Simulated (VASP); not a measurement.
**BAs (rocksalt type): relaxation of cell and atoms with LDA**

The system is BAs (rocksalt type).

```xyz
2
Lattice="0.0000 2.1544 2.1544 2.1544 0.0000 2.1544 2.1544 2.1544 0.0000" Properties=species:S:1:pos:R:3 pbc="T T T"
B     0.0000    0.0000    0.0000
As    2.1544    2.1544    2.1544
```

| Property | Result |
| --- | --- |
| Program | VASP 6.6.1 |
| Task | relaxation of cell and atoms |
| Functional | LDA |
| Potentials or basis | VASP PAW LDA potentials, release 64 (B, As) |
| Cutoff | 600 eV |
| k mesh | 16 × 16 × 16 |
| Occupations | fermi-dirac, width 0.08 eV |
| Spin | no spin polarisation |
| Dipole correction | no |
| Further INCAR settings | ALGO = Normal; EDIFF = 1e-06; IBRION = 2; EDIFFG = -0.005; NSW = 60; ISIF = 3 |

```
Relaxed volume                         : 11.74 Å³/atom
Relaxed cell                           : a = 3.214 Å, b = 3.214 Å, c = 3.214 Å, α = 60.00°, β = 60.00°, γ = 60.00°
Space group after relaxing (to 0.05 Å) : Fm-3m (No. 225)
Energy gained by relaxing              : 157.0 meV/atom
Ionic steps                            : 19
Pressure after relaxing                : 0.0 GPa
Band gap on the k mesh                 : zero (band 4 reaches 9.43 eV, above the bottom of band 5 at 4.72 eV)
```

Step by step:
```
step  energy change (eV)  largest force (eV/Å)  pressure (GPa)  volume (Å³)
   1              0.0000                0.0000           33.20        20.00
   2             -0.1596                0.0000          -14.16        26.62
   3             -0.3140                0.0000           -0.19        23.52
   4             -0.3140                0.0000            0.27        23.44
   5             -0.3140                0.0000            0.27        23.44
   6             -0.3140                0.0000            0.26        23.44
   7             -0.3140                0.0000            0.26        23.44
   8             -0.3140                0.0000            0.25        23.44
   9             -0.3140                0.0000            0.25        23.44
  10             -0.3140                0.0000            0.25        23.44
  11             -0.3140                0.0000            0.25        23.45
  12             -0.3140                0.0000            0.25        23.45
  13             -0.3140                0.0000            0.25        23.45
  14             -0.3140                0.0000            0.24        23.45
  15             -0.3140                0.0000            0.22        23.45
  16             -0.3140                0.0000            0.19        23.46
  17             -0.3140                0.0000            0.08        23.47
  18             -0.3140                0.0000           -0.11        23.50
  19             -0.3140                0.0000           -0.02        23.49
```

Final structure:
```cif
data_structure
_symmetry_space_group_name_H-M 'P 1'
_symmetry_Int_Tables_number 1
_cell_length_a 3.2145
_cell_length_b 3.2145
_cell_length_c 3.2145
_cell_angle_alpha 60.000
_cell_angle_beta 60.000
_cell_angle_gamma 60.000
_cell_volume 23.49
loop_
_atom_site_label
_atom_site_type_symbol
_atom_site_fract_x
_atom_site_fract_y
_atom_site_fract_z
_atom_site_occupancy
B1 B 0.00000 0.00000 0.00000 1
As1 As 0.50000 0.50000 0.50000 1
```

Levels at points of the mesh, in eV from the Fermi level:
```
           k point  band 2  band 3  band 4  band 5  band 6  band 7
(0.00, 0.00, 0.00)   -0.05   -0.05   -0.05    4.09    7.87    7.87
(0.50, 0.00, 0.00)   -9.94    1.02    1.02    1.36    1.36    4.32
(0.50, 0.50, 0.00)   -8.24   -3.91   -3.91   -3.19    3.58   10.86
```

Wall time 49 s on 1 thread of Intel(R) Xeon(R) Platinum 8488C (Sapphire Rapids), with other jobs on the host, peak memory 0.16 GiB.

Caveat: the volume moved by over 15 % at a fixed basis, so the end points are rough.
